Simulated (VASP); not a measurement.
# Te (R-3m) in VASP: notebook, part 2 of 2

VASP 6.6.1. The steps go on from the part before.

## (4) Relaxation of cell and atoms, PBEsol, target pressure 10 GPa, at which the enthalpy is minimised

Input file INCAR:

```
PREC = Accurate
ENCUT = 600
EDIFF = 1E-7
ISMEAR = -1
SIGMA = 0.05
LREAL = False
LASPH = True
NELM = 60
ALGO = Normal
ISIF = 3
LWAVE = False
LCHARG = False
GGA = PS
IBRION = 2
NSW = 60
EDIFFG = -0.01
PSTRESS = 100.0
```

Input file KPOINTS:

```
regular mesh
0
Gamma
  9 9 9
```

Input file POSCAR:

```
Te
1.0
    2.3059043427      1.3313144930      1.6909537039
   -2.3059043427      1.3313144930      1.6909537039
    0.0000000000     -2.6626289860      1.6909537039
Te
1
Direct
    0.5000000000      0.5000000000      0.5000000000
```

Potentials or basis: VASP PAW PBE potentials, release 64 (Te).

Command:

```
$ cat potpaw_PBE.64/Te/POTCAR > POTCAR
$ mpirun -np 1 vasp_std > vasp.out
```

OUTCAR:

```text
PREC = Accurate
   ENCUT = 600
   EDIFF = 1E-7
   ISMEAR = -1
   LREAL = False
   LASPH = True
   NELM = 60
   ISIF = 3
   GGA = PS
   IBRION = 2
   NSW = 60
   EDIFFG = -0.01
   PSTRESS = 100.0

 ion  position               nearest neighbor table
   1  0.500  0.500  0.500-

  LATTYP: Found a trigonal (rhomboedric) cell.
 ALAT       =     3.1541904739
 COS(alpha) =    -0.0688991668

  Lattice vectors:

 A1 = (   2.3059043427,   1.3313144930,   1.6909537039)
 A2 = (  -2.3059043427,   1.3313144930,   1.6909537039)
 A3 = (   0.0000000000,  -2.6626289860,   1.6909537039)

Analysis of symmetry for initial positions (statically):
=====================================================================
 Subroutine PRICEL returns:
 Original cell was already a primitive cell.

[... 172 lines left out ...]
 val. band max:        6.9294153511   @ k =   0.2222   0.1111   0.1111
 cond. band min:       6.9484543634   @ k =  -0.3333   0.4444   0.2222
 fundamental gap:      0.0190390123
 Fermi energy:         6.9483809231
[... 587 lines left out ...]
 k-point    24 :       0.4444    0.4444    0.0000
  band No.  band energies     occupation
      1      -0.2500      2.00000
      2       3.4255      2.00000
      3       8.5084      2.00000
      4      12.9438      0.00000
      5      16.8068      0.00000
      6      18.1913      0.00000
      7      23.0497      0.00000

 [... further k-points ...]

[... ionic steps 4 to 13 ...]

--------------------------------------- Ionic step       14  -------------------------------------------

 number of electron       6.0000000 magnetization

------------------------ aborting loop because EDIFF is reached ----------------------------------------
[... 69 lines left out ...]
--------------------------------------- Ionic step       16  -------------------------------------------

 number of electron       6.0000000 magnetization

 Free energy of the ion-electron system (eV)
  ---------------------------------------------------
  ext. energy  EPLUGINS =         0.00000000
  ---------------------------------------------------
  free energy    TOTEN  =        -3.35480638 eV

  energy without entropy =       -3.34891902  energy(sigma->0) =       -3.35186270

 E-fermi :   9.5008     XC(G=0): -10.6271

 val. band max:        9.4963612602   @ k =   0.1111   0.1111   0.1111
 cond. band min:       9.6046862266   @ k =   0.3333   0.1111   0.1111
 fundamental gap:      0.1083249664
 Fermi energy:         9.5008126255
[... 272 lines left out ...]
  energy  without entropy=       -3.3489190155  energy(sigma->0) =       -3.35186270

  enthalpy is  TOTEN    =        -1.7678031704 eV   P V=        1.5870032052

 reached required accuracy - stopping structural energy minimisation
```

Wall time 2.9 min (1 thread of Intel Xeon Platinum 8488C (Sapphire Rapids), shared host); peak memory 0.18 GiB.

Results:

| Item | Value |
| --- | --- |
| Free energy | -3.3548 eV |
| Relaxed volume | 25.43 Å³/atom |
| Relaxed cell | a = 3.029 Å, b = 3.029 Å, c = 3.029 Å, α = 102.61°, β = 102.61°, γ = 102.61° |
| Space group after relaxing (to 0.05 Å) | R-3m (No. 166) |
| Energy change on relaxing (the enthalpy is what falls) | +150.3 meV/atom |
| Ionic steps | 16 |
| Pressure after relaxing | 10.0 GPa |
| Band gap on the k mesh | zero (band 3 reaches 12.72 eV, above the bottom of band 4 at 6.38 eV) |

Step by step:
| step | energy change (eV) | largest force (eV/Å) | pressure (GPa) | volume (Å³) |
| --- | --- | --- | --- | --- |
| 1 | 0.0000 | 0.0000 | -0.04 | 31.15 |
| 2 | 0.6311 | 0.0000 | 33.48 | 23.15 |
| 3 | 0.0967 | 0.0000 | 9.48 | 27.47 |
| 4 | 0.1037 | 0.0000 | 9.89 | 27.36 |
| 5 | 0.1082 | 0.0000 | 10.15 | 27.28 |
| 6 | 0.1082 | 0.0000 | 10.19 | 27.19 |
| 7 | 0.1123 | 0.0000 | 10.22 | 26.87 |
| 8 | 0.1252 | 0.0000 | 9.98 | 26.03 |
| 9 | 0.3450 | 0.0000 | 13.63 | 23.54 |
| 10 | 0.1927 | 0.0000 | 10.22 | 24.91 |
| 11 | 0.1393 | 0.0000 | 9.83 | 25.62 |
| 12 | 0.1495 | 0.0000 | 9.87 | 25.44 |
| 13 | 0.1464 | 0.0000 | 9.86 | 25.49 |
| 14 | 0.1623 | 0.0000 | 10.83 | 25.24 |
| 15 | 0.1490 | 0.0000 | 10.03 | 25.45 |
| 16 | 0.1503 | 0.0000 | 9.99 | 25.43 |

Final structure:
```
Te
1.0
     2.36437    1.36507    1.31300
    -2.36437    1.36507    1.31300
     0.00000   -2.73014    1.31300
Te
1
Direct
  0.50000 0.50000 0.50000
```

Levels at points of the mesh, in eV from the Fermi level:
| k point | band 1 | band 2 | band 3 | band 4 | band 5 | band 6 |
| --- | --- | --- | --- | --- | --- | --- |
| (0.00, 0.00, 0.00) | -15.20 | 1.65 | 3.22 | 3.22 | 7.47 | 7.47 |

Caveat: the cell is relaxed towards a set pressure, so the enthalpy falls and the energy may rise; the volume moved by over 15 % at a fixed basis, so the end points are rough; the PAW data sets were made with another functional, which shifts forces and pressure a little; spin-orbit coupling is left out, which moves the levels of the heavy elements.

## (5) Relaxation of cell and atoms, PBEsol, target pressure 20 GPa, at which the enthalpy is minimised

Input file INCAR:

```
PREC = Accurate
ENCUT = 600
EDIFF = 1E-6
ISMEAR = -1
SIGMA = 0.05
LREAL = F
LASPH = T
NELM = 100
ALGO = Normal
ISIF = 3
LWAVE = F
LCHARG = F
GGA = PS
IBRION = 2
NSW = 60
EDIFFG = -0.01
PSTRESS = 200.0
```

Input file KPOINTS:

```
Automatic mesh
0
Gamma
  9 9 9
```

POSCAR is that of step 4.

Command:

```
$ cat potpaw_PBE.64/Te/POTCAR > POTCAR
$ mpirun -np 1 vasp_std > vasp.out
```

Wall time 2.2 min (1 thread of Intel Xeon Platinum 8488C (Sapphire Rapids), shared host); peak memory 0.2 GiB.

The run converged. Its results:

```
Free energy                                            : -3.1414 eV
Relaxed volume                                         : 23.04 Å³/atom
Relaxed cell                                           : a = 2.958 Å, b = 2.958 Å, c = 2.958 Å, α = 104.10°, β = 104.10°, γ = 104.10°
Space group after relaxing (to 0.05 Å)                 : R-3m (No. 166)
Energy change on relaxing (the enthalpy is what falls) : +363.7 meV/atom
Ionic steps                                            : 14
Pressure after relaxing                                : 20.0 GPa
Band gap on the k mesh                                 : zero (band 3 reaches 14.98 eV, above the bottom of band 4 at 7.41 eV)
```

Step by step:
| step | energy change (eV) | largest force (eV/Å) | pressure (GPa) | volume (Å³) |
| --- | --- | --- | --- | --- |
| 1 | 0.0000 | 0.0000 | -0.04 | 31.15 |
| 2 | 3.6060 | 0.0000 | 138.66 | 16.68 |
| 3 | 0.2296 | 0.0000 | 16.44 | 25.80 |
| 4 | 0.2803 | 0.0000 | 18.81 | 25.34 |
| 5 | 0.3069 | 0.0000 | 20.01 | 25.12 |
| 6 | 0.3052 | 0.0000 | 20.16 | 24.99 |
| 7 | 0.2997 | 0.0000 | 19.80 | 24.47 |
| 8 | 0.3912 | 0.0000 | 19.80 | 22.88 |
| 9 | 0.3297 | 0.0000 | 18.99 | 23.35 |
| 10 | 0.3566 | 0.0000 | 19.33 | 23.11 |
| 11 | 0.3387 | 0.0000 | 19.05 | 23.25 |
| 12 | 0.3476 | 0.0000 | 19.22 | 23.18 |
| 13 | 0.4700 | 0.0000 | 24.92 | 22.28 |
| 14 | 0.3637 | 0.0000 | 19.97 | 23.04 |

Final structure:
```
Te
1.0
     2.33232    1.34657    1.22290
    -2.33232    1.34657    1.22290
     0.00000   -2.69313    1.22290
Te
1
Direct
  0.50000 0.50000 0.50000
```

Levels at points of the mesh, in eV from the Fermi level:
```tsv
k point	band 1	band 2	band 3	band 4	band 5	band 6	band 7
(0.00, 0.00, 0.00)	-16.05	2.25	3.97	3.97	8.06	8.06	9.60
```

Caveat: the cell is relaxed towards a set pressure, so the enthalpy falls and the energy may rise; the volume moved by over 15 % at a fixed basis, so the end points are rough; the PAW data sets were made with another functional, which shifts forces and pressure a little; spin-orbit coupling is left out, which moves the levels of the heavy elements.

## (6) Relaxation of cell and atoms, PBEsol, target pressure 30 GPa, at which the enthalpy is minimised

Input file INCAR:

```
  ALGO = Normal
  EDIFF = 1E-6
  EDIFFG = -0.01
  ENCUT = 600
  GGA = PS
  IBRION = 2
  ISIF = 3
  ISMEAR = -1
  LASPH = T
  LCHARG = F
  LREAL = F
  LWAVE = F
  NELM = 80
  NSW = 60
  PREC = Accurate
  PSTRESS = 300.0
  SIGMA = 0.05
```

Input file KPOINTS:

```
k-points
0
Gamma
  9 9 9
```

POSCAR is that of step 5.

Potentials or basis: VASP PAW PBE potentials, release 64 (Te).

Command:

```
$ cat potpaw_PBE.64/Te/POTCAR > POTCAR
$ mpirun -np 1 vasp_std > vasp.out
```

It took 3 min on 1 thread of Intel Xeon Platinum 8488C (Sapphire Rapids), shared host; peak memory 0.2 GiB.

It converged, with:

```yaml
Free_energy: -2.8472 eV
Relaxed_volume: 20.97 Å³/atom
Relaxed_cell: a = 3.009 Å, b = 3.009 Å, c = 3.009 Å, α = 109.47°, β = 109.47°, γ = 109.47°
Space_group_after_relaxing_to_0.05_Å: Im-3m (No. 229)
Energy_change_on_relaxing_the_enthalpy_is_what_falls: +658.0 meV/atom
Ionic_steps: 27
Pressure_after_relaxing: 30.0 GPa
Band_gap_on_the_k_mesh: zero (band 3 reaches 17.54 eV, above the bottom of band 4 at 8.30 eV)
```

The path:
| step | energy change (eV) | largest force (eV/Å) | pressure (GPa) | volume (Å³) |
| --- | --- | --- | --- | --- |
| 1 | 0.0000 | 0.0000 | -0.04 | 31.15 |
| 2 | 12.2225 | 0.0000 | 485.01 | 11.54 |
| 3 | 0.3155 | 0.0000 | 20.39 | 25.05 |
| 4 | 0.4202 | 0.0000 | 24.92 | 24.31 |
| 5 | 0.5485 | 0.0000 | 30.19 | 23.56 |
| 6 | 0.5230 | 0.0000 | 29.16 | 23.70 |
| 7 | 0.5179 | 0.0000 | 29.15 | 23.56 |
| 8 | 0.4927 | 0.0000 | 28.24 | 22.95 |
| 9 | 0.7084 | 0.0000 | 32.09 | 20.87 |
| 10 | 0.4113 | 0.0000 | 17.28 | 22.77 |
| 11 | 0.6513 | 0.0000 | 29.21 | 21.17 |
| 12 | 0.6617 | 0.0000 | 29.73 | 21.11 |
| 13 | 0.6626 | 0.0000 | 29.76 | 21.11 |
| 14 | 0.6576 | 0.0000 | 29.38 | 21.12 |
| 15 | 0.6360 | 0.0000 | 28.71 | 21.16 |
| 16 | 0.6398 | 0.0000 | 28.97 | 21.15 |
| 17 | 0.6248 | 0.0000 | 28.37 | 21.17 |
| 18 | 0.6234 | 0.0000 | 28.33 | 21.17 |
| 19 | 0.6217 | 0.0000 | 28.27 | 21.17 |
| 20 | 0.6217 | 0.0000 | 28.26 | 21.17 |
| 21 | 0.6229 | 0.0000 | 28.32 | 21.16 |
| 22 | 0.6237 | 0.0000 | 28.36 | 21.16 |
| 23 | 0.6254 | 0.0000 | 28.44 | 21.15 |
| 24 | 0.6306 | 0.0000 | 28.69 | 21.12 |
| 25 | 0.6411 | 0.0000 | 29.19 | 21.06 |
| 26 | 0.6625 | 0.0000 | 30.21 | 20.95 |
| 27 | 0.6580 | 0.0000 | 30.00 | 20.97 |

Final structure:
```yaml
crystal:
  lattice:
    - [2.45669, 1.41837, 1.00299]
    - [-2.45669, 1.41837, 1.00299]
    - [0.00000, -2.83674, 1.00299]
  atoms:
    - { symbol: Te, position: [0.50000, 0.50000, 0.50000] }
```

Levels at points of the mesh, in eV from the Fermi level:
| k point | band 1 | band 2 | band 3 | band 4 | band 5 | band 6 | band 7 |
| --- | --- | --- | --- | --- | --- | --- | --- |
| (0.00, 0.00, 0.00) | -16.87 | 4.92 | 4.92 | 4.92 | 10.65 | 10.65 | 10.65 |

Caveat: the cell is relaxed towards a set pressure, so the enthalpy falls and the energy may rise; the volume moved by over 15 % at a fixed basis, so the end points are rough; the PAW data sets were made with another functional, which shifts forces and pressure a little; spin-orbit coupling is left out, which moves the levels of the heavy elements.

## (7) Overview

```csv
cell,gap on the mesh (eV),pressure (GPa)
relaxed to 2 GPa,none,2.0
relaxed to 5 GPa,none,5.0
relaxed to 10 GPa,none,10.0
relaxed to 20 GPa,none,20.0
relaxed to 30 GPa,none,30.0
```

Alike in all rows: task relaxation of cell and atoms; level PBEsol; potentials or basis VASP PAW PBE potentials, release 64 (Te); no spin polarisation; k mesh 9 × 9 × 9; cutoff (eV) 600; smearing fermi-dirac 0.05 eV.

Caveats: the cell is relaxed towards a set pressure, so the enthalpy falls and the energy may rise; the PAW data sets were made with another functional, which shifts forces and pressure a little; spin-orbit coupling is left out, which moves the levels of the heavy elements; the volume moved by over 15 % at a fixed basis, so the end points are rough (some runs).

Absolute energies hang on the potentials; compare differences alone.
